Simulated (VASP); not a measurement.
Co: single point with PBE

The system is Co.

```
Co
1.0
     2.49352    0.00000    0.00000
    -1.24676    2.15945    0.00000
     0.00000    0.00000    4.02778
Co
2
Direct
  0.33333 0.66667 0.25000
  0.66667 0.33333 0.75000
```

```yaml
Program: VASP 6.6.1
Task: single point
Functional: PBE
Potentials_or_basis: VASP PAW PBE potentials, release 64 (Co_sv)
Cutoff: 690 eV
k_mesh: 4 × 4 × 2
Occupations: fermi-dirac, width 0.05 eV
Spin: collinear spin, ferromagnetic start
Starting_moments: "[1.69, 1.69] μB"
Dipole_correction: no
Further_INCAR_settings: ALGO = Normal; EDIFF = 1e-06; NBANDS = 28
```

```
Pressure                                              : 0.4 GPa
Net moment                                            : 3.37 μB per cell
Site moments                                          : Co +1.73 μB
Valence electrons inside the program's atomic spheres : Co 15.07
```

Stress tensor (GPa, compression positive):
```
-1.39  0.00  0.00
 0.00 -1.39  0.00
 0.00  0.00  4.01
```

Levels at points of the mesh, in eV from the Fermi level:
Spin up:
| k point | band 15 | band 16 | band 17 | band 18 | band 19 | band 20 | band 21 | band 22 |
| --- | --- | --- | --- | --- | --- | --- | --- | --- |
| (0.00, 0.00, 0.00) | -2.27 | -1.87 | -1.87 | -0.75 | -0.75 | -0.20 | 6.30 | 21.75 |
| (0.50, 0.00, 0.00) | -2.21 | -0.68 | -0.53 | -0.52 | 1.25 | 3.25 | 9.61 | 10.23 |
| (0.00, 0.00, 0.50) | -2.65 | -2.65 | -1.07 | -1.07 | -1.07 | -1.07 | 14.93 | 14.93 |
| (0.50, 0.00, 0.50) | -1.08 | -1.08 | -0.59 | -0.59 | 1.50 | 1.50 | 7.21 | 7.21 |
Spin down:
```
           k point  band 11  band 12  band 13  band 14  band 15  band 16  band 17  band 18  band 19  band 20
(0.00, 0.00, 0.00)    -0.91    -0.91    -0.82    -0.54    -0.54    -0.18    -0.10    -0.10     1.14     1.14
(0.50, 0.00, 0.00)    -3.22    -1.85    -1.05    -0.98    -0.49     1.26     1.41     1.43     2.64     4.33
(0.00, 0.00, 0.50)    -1.40    -1.40    -0.98    -0.98    -0.98    -0.98     0.80     0.80     0.80     0.80
(0.50, 0.00, 0.50)    -2.32    -2.32     0.01     0.01     0.31     0.31     1.36     1.36     2.24     2.24
```

It took 9.5 s on 1 thread of Intel(R) Xeon(R) 6975P-C (Granite Rapids) (shared host), peak memory 0.16 GiB.

Caveat: the k points lie up to 0.78 Å⁻¹ apart.
